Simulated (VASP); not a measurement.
# Hf2Sc3N (Cmmm) in VASP: notebook

The runs below take Hf2Sc3N through single point, relaxation of cell and atoms, with PBE.

All numbers are computed with VASP 6.6.1; they aren't measurements. Logs are shortened: lines on timing, memory, paths and dates and some standing lists are left out, and cuts for length are marked.

### 1 The cell of the first run

The structure is orthorhombic, space group Cmmm (No. 65). The conventional cell has a = 4.784 Å, b = 11.827 Å, c = 5.356 Å, α = 90.00°, β = 90.00°, γ = 90.00°. Hf (site symmetry 2/m) has 2 Hf at 2.39 Å and 6 Sc at 3.19 to 3.29 Å within 3.3 Å. Sc (site symmetry m2m) has 2 N at 2.80 Å and 5 Sc at 2.93 to 3.83 Å and 4 Hf at 3.29 Å within 3.9 Å. Sc (site symmetry mmm) has 4 Sc at 3.05 Å and 4 Hf at 3.19 Å and 4 N at 3.59 Å within 4.0 Å. Within 3.7 Å of N (site symmetry mmm) lie 8 Sc at 2.80 to 3.59 Å.

The cell was built from a structure type or drawn by symmetry, and may not be a known phase.

### 2 Single point, PBE

Contents of INCAR:

```
PREC     = Accurate       # precision mode
ENCUT    = 520            # plane-wave cutoff, eV
EDIFF    = 1E-6           # SCF threshold, eV
ISMEAR   = 0              # smearing method
SIGMA    = 0.1            # smearing width, eV
LREAL    = False          # projectors in reciprocal space
LASPH    = True           # aspherical terms in the spheres
NELM     = 60             # most SCF steps
ALGO     = Normal         # electronic algorithm
ISIF     = 2              # what is computed and relaxed
LWAVE    = False          # write WAVECAR
LCHARG   = False          # write CHGCAR
GGA      = PE             # functional
NBANDS   = 38             # bands
```

Contents of KPOINTS:

```
Automatic mesh
0
Gamma
  4 4 4
```

Contents of POSCAR:

```
Hf2Sc3N
1.0
    2.3917575834     -5.9133717011      0.0000000000
    2.3917575834      5.9133717011      0.0000000000
    0.0000000000      0.0000000000      5.3556695922
Hf Sc N
2 3 1
Direct
    0.5000000000      0.0000000000      0.5000000000
    0.0000000000      0.5000000000      0.5000000000
    0.6237643404      0.3762356596      0.0000000000
    0.3762356596      0.6237643404      0.0000000000
    0.5000000000      0.5000000000      0.5000000000
    0.0000000000      0.0000000000      0.0000000000
```

Potentials or basis: VASP PAW PBE potentials, release 64 (Hf_pv, Sc_sv, N).

Launch:

```console
> cat potpaw_PBE.64/Hf_pv/POTCAR potpaw_PBE.64/Sc_sv/POTCAR potpaw_PBE.64/N/POTCAR > POTCAR
> mpirun -np 1 vasp_std > vasp.out
```

OUTCAR:

```text
PREC = Accurate
   ENCUT = 520
   EDIFF = 1E-6
   ISMEAR = 0
   LREAL = False
   LASPH = True
   NELM = 60
   ISIF = 2
   GGA = PE

 ion  position               nearest neighbor table
   1  0.500  0.000  0.500-   2 2.39   2 2.39   5 3.19   5 3.19   3 3.29   4 3.29   4 3.29   3 3.29

   2  0.000  0.500  0.500-   1 2.39   1 2.39   5 3.19   5 3.19   3 3.29   4 3.29   4 3.29   3 3.29

   3  0.624  0.376  0.000-   4 2.93   5 3.05   5 3.05   2 3.29   1 3.29   2 3.29   1 3.29
   4  0.376  0.624  0.000-   3 2.93   5 3.05   5 3.05   2 3.29   1 3.29   2 3.29   1 3.29
   5  0.500  0.500  0.500-   3 3.05   4 3.05   3 3.05   4 3.05   1 3.19   2 3.19   1 3.19   2 3.19

   6  0.000  0.000  0.000-

  LATTYP: Found a base centered orthorhombic cell.
 ALAT       =     4.7835151668
 B/A-ratio  =     2.4723959243
 C/A-ratio  =     1.1196096188

  Lattice vectors:

 A1 = (   2.3917575834,  -5.9133717011,   0.0000000000)
 A2 = (   2.3917575834,   5.9133717011,   0.0000000000)
 A3 = (   0.0000000000,   0.0000000000,   5.3556695922)

Analysis of symmetry for initial positions (statically):
=====================================================================
 Subroutine PRICEL returns:
 Original cell was already a primitive cell.

 Routine SETGRP: Setting up the symmetry group for a
 base centered orthorhombic supercell.

 Subroutine GETGRP returns: Found  8 space group operations
 (whereof  8 operations were pure point group operations)
 out of a pool of  8 trial point group operations.

The static configuration has the point symmetry D_2h.

Analysis of symmetry for dynamics (positions and initial velocities):
=====================================================================
 Subroutine PRICEL returns:
 Original cell was already a primitive cell.

 Routine SETGRP: Setting up the symmetry group for a
 base centered orthorhombic supercell.

 Subroutine GETGRP returns: Found  8 space group operations
 (whereof  8 operations were pure point group operations)
 out of a pool of  8 trial point group operations.

The dynamic configuration has the point symmetry D_2h.

 Subroutine INISYM returns: Found  8 space group operations
 (whereof  8 operations are pure point group operations),
 and found     1 'primitive' translations

----------------------------------------------------------------------------------------

                                     Primitive cell

  volume of cell :     151.4942

  direct lattice vectors                    reciprocal lattice vectors
     2.391757583 -5.913371701  0.000000000     0.209051287 -0.084554130  0.000000000
     2.391757583  5.913371701  0.000000000     0.209051287  0.084554130  0.000000000
     0.000000000  0.000000000  5.355669592     0.000000000  0.000000000  0.186718016

  length of vectors
     6.378751384  6.378751384  5.355669592     0.225503528  0.225503528  0.186718016

  position of ions in fractional coordinates (direct lattice)
     0.500000000  0.000000000  0.500000000
     0.000000000  0.500000000  0.500000000
     0.623764340  0.376235660  0.000000000
     0.376235660  0.623764340  0.000000000
     0.500000000  0.500000000  0.500000000
     0.000000000  0.000000000  0.000000000

  ion indices of the primitive-cell ions
   primitive index   ion index
                 1           1
                 2           2
                 3           3
                 4           4
                 5           5
                 6           6

----------------------------------------------------------------------------------------

 KPOINTS: Automatic mesh

Automatic generation of k-mesh.
 Grid dimensions read from file:
 generate k-points for:    4    4    4

 Generating k-lattice:

  Cartesian coordinates                     Fractional coordinates (reciprocal lattice)
     0.052262822 -0.021138533  0.000000000     0.250000000  0.000000000  0.000000000
     0.052262822  0.021138533  0.000000000     0.000000000  0.250000000  0.000000000
     0.000000000  0.000000000  0.046679504     0.000000000  0.000000000  0.250000000

  Length of vectors
     0.056375882  0.056375882  0.046679504

  Shift w.r.t. Gamma in fractional coordinates (k-lattice)
     0.000000000  0.000000000  0.000000000

 Subroutine IBZKPT returns following result:
 ===========================================

 Found     21 irreducible k-points:

 Following reciprocal coordinates:
            Coordinates               Weight
  0.000000  0.000000  0.000000      1.000000
  0.250000  0.000000  0.000000      4.000000
  0.500000  0.000000  0.000000      2.000000
  0.250000  0.250000  0.000000      2.000000
  0.500000  0.250000  0.000000      4.000000
 -0.250000  0.250000  0.000000      2.000000
[... 13 lines left out ...]
 -0.250000  0.250000  0.500000      2.000000
  0.500000  0.500000  0.500000      1.000000
   k-points           NKPTS =     21   k-points in BZ     NKDIM =     21   number of bands    NBANDS=     38
   number of dos      NEDOS =    301   number of ions     NIONS =      6
   total plane-waves  NPLWV =  92160
   dimension x,y,z NGX =    48 NGY =   48 NGZ =   40
   dimension x,y,z NGXF=    96 NGYF=   96 NGZF=   80
   ions per type =               2   3   1
   NGX,Y,Z   is equivalent  to a cutoff of  12.51, 12.51, 12.42 a.u.
   NGXF,Y,Z  is equivalent  to a cutoff of  25.02, 25.02, 24.83 a.u.
 SYSTEM =  unknown system
   PREC   = accura    normal or accurate (medium, high low for compatibility)
   ISTART =      0    job   : 0-new  1-cont  2-samecut
   ICHARG =      2    charge: 1-file 2-atom 10-const
   ISPIN  =      1    spin polarized calculation?
   LNONCOLLINEAR =      F non collinear calculations
   LSORBIT =      F    spin-orbit coupling
   LASPH  =      T    aspherical Exc in radial PAW
   ENCUT  =  520.0 eV  38.22 Ry    6.18 a.u.  11.86 11.86  9.96*2*pi/ulx,y,z
   NELM   =     60;   NELMIN=  2; NELMDL= -5     # of ELM steps
   EDIFF  = 0.1E-05   stopping-criterion for ELM
   LREAL  =      F    real-space projection
   EDIFFG = 0.1E-04   stopping-criterion for IOM
   NSW    =      0    number of steps for IOM
   IBRION =     -1    ionic relax: 0-MD 1-quasi-New 2-CG
   NFREE  =      0    steps in history (QN), initial steepest desc. (CG)
   ISIF   =      2    stress and relaxation
   ISYM   =      2    0-nonsym 1-usesym 2-fastsym
   POTIM  = 0.5000    time-step for ionic-motion
   TEBEG  =    0.0;   TEEND  =   0.0 temperature during run
   PSTRESS=    0.0 pullay stress
   NELECT =      58.0000    total number of electrons
   NUPDOWN=      -1.0000    fix difference up-down
   EMIN   =  10.00;   EMAX   =-10.00  energy-range for DOS
   EFERMI =   0.00;   METHOD = LEGACY
   ISMEAR =     0;   SIGMA  =   0.10  broadening in eV -4-tet -1-fermi 0-gaus
   EFERMI_NEDOS =   21; number of points for ismear=-14 and -15
   IALGO  =     38    algorithm
   IMIX   =      4    mixing-type and parameters
     AMIX     =   0.40;   BMIX     =  1.00
     AMIX_MAG =   1.60;   BMIX_MAG =  1.00
  volume/ion in A,a.u.               =      25.25       170.39
  Fermi-wavevector in a.u.,A,eV,Ry     =   1.188736  2.246386 19.226305  1.413094
  Thomas-Fermi vector in A             =   2.324859
   LORBIT       =      0    0 simple, 1 ext, 2 COOP (PROOUT), +10 PAW based schemes
   GGA     = PE    functional components
   LHFCALC =     F    Hartree Fock is set to
   AEXX    =    0.0000 exact exchange contribution
   IVDW    =     0    specifies the selected vdW correction
   LEPSILON=     F    determine dielectric tensor
   LRPA    =     F    only Hartree local field effects (RPA)
 non-spin polarized calculation
 Gauss-broadening in eV      SIGMA  =   0.10
  energy-cutoff  :      520.00
  volume of cell :      151.49
 maximum number of plane-waves:      4096
   NGX = 23   NGY = 23   NGZ = 19

 number of electron      58.0000005 magnetization

 Free energy of the ion-electron system (eV)
  ---------------------------------------------------
  ext. energy  EPLUGINS =         0.00000000
  ---------------------------------------------------
  free energy    TOTEN  =       -39.16937234 eV

  energy without entropy =      -39.10489312  energy(sigma->0) =      -39.13713273

 E-fermi :   2.6723     XC(G=0):  -9.5174

 val. band max:        2.6632595369   @ k =   0.2500   0.2500   0.0000
 cond. band min:       2.6897701098   @ k =   0.5000   0.2500   0.0000
 fundamental gap:      0.0265105729
 Fermi energy:         2.6723106198

 k-point     1 :       0.0000    0.0000    0.0000
  band No.  band energies     occupation
      1     -47.1610      2.00000
      2     -47.1132      2.00000
      3     -47.0569      2.00000
      4     -29.3959      2.00000
      5     -27.6737      2.00000
      6     -27.6276      2.00000
[... 30 lines left out ...]
     37       4.4347      0.00000
     38       4.7527      0.00000

 k-point     2 :       0.2500    0.0000    0.0000
  band No.  band energies     occupation
      1     -47.1605      2.00000
      2     -47.1137      2.00000
      3     -47.0568      2.00000
      4     -28.8894      2.00000
      5     -27.5882      2.00000
      6     -27.5446      2.00000
[... 30 lines left out ...]
     37       4.4491      0.00000
     38       4.6928      0.00000

 k-point     3 :       0.5000    0.0000    0.0000
  band No.  band energies     occupation
      1     -47.1600      2.00000
      2     -47.1142      2.00000
      3     -47.0567      2.00000
      4     -27.5646      2.00000
      5     -27.5638      2.00000
      6     -27.3813      2.00000
[... 30 lines left out ...]
     37       4.7641      0.00000
     38       4.7762      0.00000

 k-point     4 :       0.2500    0.2500    0.0000
  band No.  band energies     occupation
      1     -47.1600      2.00000
      2     -47.1142      2.00000
      3     -47.0567      2.00000
      4     -27.5646      2.00000
      5     -27.5639      2.00000
      6     -27.3791      2.00000
[... 30 lines left out ...]
     37       4.7574      0.00000
     38       4.9117      0.00000
[... 580 lines left out ...]
      4     -28.8893      2.00000
      5     -27.5822      2.00000
      6     -27.5396      2.00000
[... 30 lines left out ...]
     37       4.3838      0.00000
     38       4.4674      0.00000

 k-point    20 :      -0.2500    0.2500    0.5000
  band No.  band energies     occupation
      1     -47.1498      2.00000
      2     -47.1142      2.00000
      3     -47.0673      2.00000
      4     -29.3960      2.00000
      5     -27.6703      2.00000
      6     -27.6217      2.00000
[... 30 lines left out ...]
     37       4.4793      0.00000
     38       4.5160      0.00000

 k-point    21 :       0.5000    0.5000    0.5000
  band No.  band energies     occupation
      1     -47.1486      2.00000
      2     -47.1154      2.00000
      3     -47.0673      2.00000
      4     -29.3954      2.00000
      5     -27.6620      2.00000
      6     -27.6213      2.00000
[... 30 lines left out ...]
     37       4.2533      0.00000
     38       4.6297      0.00000

------------------------ aborting loop because EDIFF is reached ----------------------------------------

  FORCE on cell =-STRESS in cart. coord.  units (eV):
  Direction    XX          YY          ZZ          XY          YZ          ZX
  --------------------------------------------------------------------------------------
  -------------------------------------------------------------------------------------
  Total       -0.5904154     -0.2956545      0.0453141      0.0000000      0.0000000      0.0000000
  in kB       -6.2441326     -3.1267919      0.4792344      0.0000000      0.0000000      0.0000000
  external PRESSURE =      -2.9638967 kB  Pullay stress =       0.0000000 kB

 VOLUME and BASIS-vectors are now :
 -----------------------------------------------------------------------------
  energy-cutoff  :      520.00
  volume of cell :      151.49
      direct lattice vectors                 reciprocal lattice vectors
     2.391757583 -5.913371701  0.000000000     0.209051287 -0.084554130  0.000000000
     2.391757583  5.913371701  0.000000000     0.209051287  0.084554130  0.000000000
     0.000000000  0.000000000  5.355669592     0.000000000  0.000000000  0.186718016

 POSITION                                       TOTAL-FORCE (eV/Angst)
 -----------------------------------------------------------------------------------
      1.19588     -2.95669      2.67783         0.000000      0.000000      0.000000
      1.19588      2.95669      2.67783         0.000000      0.000000      0.000000
      2.39176     -1.46373      0.00000         0.000000      0.022600     -0.000000
      2.39176      1.46373      0.00000         0.000000     -0.022600      0.000000
      2.39176      0.00000      2.67783         0.000000      0.000000      0.000000
      0.00000      0.00000      0.00000        -0.000000      0.000000      0.000000
 -----------------------------------------------------------------------------------
    total drift:                               -0.000000     -0.000000     -0.000000

  FREE ENERGIE OF THE ION-ELECTRON SYSTEM (eV)
  ---------------------------------------------------
  free  energy   TOTEN  =       -39.1693723374 eV

  energy  without entropy=      -39.1048931161  energy(sigma->0) =      -39.13713273
```

Wall time 2.2 min (1 thread of AMD EPYC 9R45 (Zen 5), shared host); peak memory 0.32 GiB.

What came out:

```yaml
Free_energy: -39.1694 eV
Pressure: -0.3 GPa
Largest_force: 0.023 eV/Å
Band_gap_on_the_k_mesh: zero (bands 29 and 30 overlap by 0.26 eV)
```

Forces in eV/Å, atoms in the order of the input:
```
Hf   0.000  0.000  0.000
Hf   0.000  0.000  0.000
Sc   0.000  0.023  0.000
Sc   0.000 -0.023  0.000
Sc   0.000  0.000  0.000
N    0.000  0.000  0.000
```

Stress tensor (GPa, compression positive):
```
-0.62  0.00  0.00
 0.00 -0.31  0.00
 0.00  0.00  0.05
```

Caveat: spin-orbit coupling is left out, which moves the levels of the heavy elements.

(Part 1 of 3 ends here.)
